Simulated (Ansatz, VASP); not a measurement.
## SiC: VASP beside Ansatz

Contents of INCAR:

```
SYSTEM = SiC
PREC     = Accurate       ! precision mode
ENCUT    = 520            ! plane-wave cutoff, eV
EDIFF    = 1E-6           ! SCF threshold, eV
ISMEAR   = -1             ! smearing method
SIGMA    = 0.02           ! smearing width, eV
LREAL    = .False.        ! projectors in reciprocal space
LASPH    = .True.         ! aspherical terms in the spheres
NELM     = 60             ! most SCF steps
ALGO     = Normal         ! electronic algorithm
ISIF     = 2              ! what is computed and relaxed
LWAVE    = .False.        ! write WAVECAR
LCHARG   = .False.        ! write CHGCAR
GGA      = PE             ! functional
NBANDS   = 26             ! bands
```

The input KPOINTS:

```
Automatic mesh
0
Gamma
  12 12 4
  0 0 0
```

Contents of POSCAR:

```
SiC
1.0
    3.1083305834      0.0000000000      0.0000000000
   -1.5541652917      2.6918932486      0.0000000000
    0.0000000000      0.0000000000     10.0598065426
Si C
4 4
Direct
    0.0000000000      0.0000000000     -0.0004032848
    0.3333333333      0.6666666667      0.2496515939
    0.0000000000      0.0000000000      0.4995967152
    0.6666666667      0.3333333333      0.7496515939
    0.0000000000      0.0000000000      0.1875287746
    0.3333333333      0.6666666667      0.4382229163
    0.0000000000      0.0000000000      0.6875287746
    0.6666666667      0.3333333333      0.9382229163
```

Input for Ansatz:

```yaml
crystal:
  lattice:
    - [3.1083305834, 0.0, 0.0]
    - [-1.5541652917, 2.6918932486, 0.0]
    - [0.0, 0.0, 10.0598065426]
  atoms:
    - { symbol: Si, position: [0.0, 0.0, -0.0004032848] }
    - { symbol: Si, position: [0.3333333333, 0.6666666667, 0.2496515939] }
    - { symbol: Si, position: [0.0, 0.0, 0.4995967152] }
    - { symbol: Si, position: [0.6666666667, 0.3333333333, 0.7496515939] }
    - { symbol: C, position: [0.0, 0.0, 0.1875287746] }
    - { symbol: C, position: [0.3333333333, 0.6666666667, 0.4382229163] }
    - { symbol: C, position: [0.0, 0.0, 0.6875287746] }
    - { symbol: C, position: [0.6666666667, 0.3333333333, 0.9382229163] }
kpoints:
  mp_grid: { grid: [12, 12, 4] }
  band_path:
    path:
      - [0.0, 0.0, 0.0]
      - [0.5, 0.0, 0.0]
      - [0.3333333333, 0.3333333333, 0.0]
      - [0.0, 0.0, 0.5]
      - [0.5, 0.0, 0.5]
      - [0.3333333333, 0.3333333333, 0.5]
      - [0.0, 0.5, 0.0]
    npoints: 1
hamiltonian:
  xc: pbe
scf:
  occupations: { method: fermi_dirac, width: 0.02 }
  n_extra_bands: 6
output:
  forces: true
  stress: true
  eigenvalues: true
```

Change from the starting cell: epitaxial_xy strain +1.0%.

Alike in both runs: task single point; functional PBE; k mesh 12 × 12 × 4; occupations fermi-dirac, width 0.02 eV; no spin polarisation.

|  | VASP | Ansatz |
| --- | --- | --- |
| version | VASP 6.6.1 | Ansatz 0.2.0 |
| potentials or method | VASP PAW PBE potentials, release 64 (Si, C) | plane waves, PAW |
| plane-wave cutoff (eV) | 520 | 420 |
| valence electrons in the cell | 32 | 32 |

VASP gave:

```
gap on the k mesh at the Fermi level (eV)                     : 2.24
pressure (GPa)                                                : -0.5
traceless stress, the component that is largest in VASP (GPa) : 3.74
rms of the force components (eV/Å)                            : 0.008
```

Question: Which values does Ansatz return?

Answer: gap on the k mesh at the Fermi level (eV): 2.24; pressure (GPa): -0.5; traceless stress, the component that is largest in VASP (GPa): 3.71; rms of the force components (eV/Å): 0.008.

Atom by atom the forces differ by 0.001 eV/Å (rms over components). With one functional, cell and mesh, what is left measures potentials, basis and numerics.
